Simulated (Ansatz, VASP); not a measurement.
## One calculation of CdS, two programs

The input INCAR:

```
SYSTEM = CdS
PREC = Accurate
ENCUT = 520
EDIFF = 1E-8
ISMEAR = -1
SIGMA = 0.03
LREAL = .FALSE.
LASPH = .TRUE.
NELM = 60
ALGO = Normal
ISIF = 2
LWAVE = .FALSE.
LCHARG = .FALSE.
GGA = PE
LEFG = .TRUE.
NBANDS = 16
```

File KPOINTS:

```
Automatic mesh
0
G
  9 9 9
  0 0 0
```

POSCAR

```
CdS
1.0
    0.0000000000      2.8663500000      2.9100000000
    2.8663500000      0.0000000000      2.9100000000
    2.8663500000      2.8663500000      0.0000000000
Cd S
1 1
Direct
    0.0000000000      0.0000000000      0.0000000000
    0.7500000000      0.7500000000      0.7500000000
```

Input for Ansatz:

```yaml
crystal:
  lattice:
    - [0.0, 2.86635, 2.91]
    - [2.86635, 0.0, 2.91]
    - [2.86635, 2.86635, 0.0]
  atoms:
    - { symbol: Cd, position: [0.0, 0.0, 0.0] }
    - { symbol: S, position: [0.75, 0.75, 0.75] }
kpoints:
  mp_grid: { grid: [9, 9, 9] }
scf:
  occupations: { method: fermi_dirac, width: 0.03 }
hamiltonian:
  xc: pbe
  pseudopotentials: { kind: paw }
output:
  forces: true
  stress: true
  eigenvalues: true
  efg: { contact_densities: true }
```

Change from the starting cell: x and y stretched by -1.5 %, z held, PAW files.

Alike in both runs: task electric field gradients; functional PBE; k mesh 9 × 9 × 9; occupations fermi-dirac, width 0.03 eV; no spin polarisation.

```csv
,VASP,Ansatz
version,VASP 6.6.1,Ansatz 0.2.0
potentials or method,"VASP PAW PBE potentials, release 64 (Cd, S)","PAW with Ansatz's default frozen-core files, scalar-relativistic"
plane-wave cutoff (eV),520,420
valence electrons in the cell,18,26
```

Ansatz gave:

| Item | Value |
| --- | --- |
| gap on the k mesh at the Fermi level (eV) | 1.21 |
| pressure (GPa) | 5.5 |
| traceless stress, the component that is largest in VASP (GPa) | -0.14 |
| size of Vzz on the site where it differs most (V/Å²) | 5.2 |

Problem. Which values does VASP return?

Solution. gap on the k mesh at the Fermi level (eV): 1.21; pressure (GPa): 5.9; traceless stress, the component that is largest in VASP (GPa): -0.14; size of Vzz on the site where it differs most (V/Å²): 4.9.

The functional is the same, so the differences come from potentials, cutoffs and numerics. VASP's potentials hold 18 valence electrons a cell and Ansatz's 26, so a difference there can come from the potentials and not from the codes.
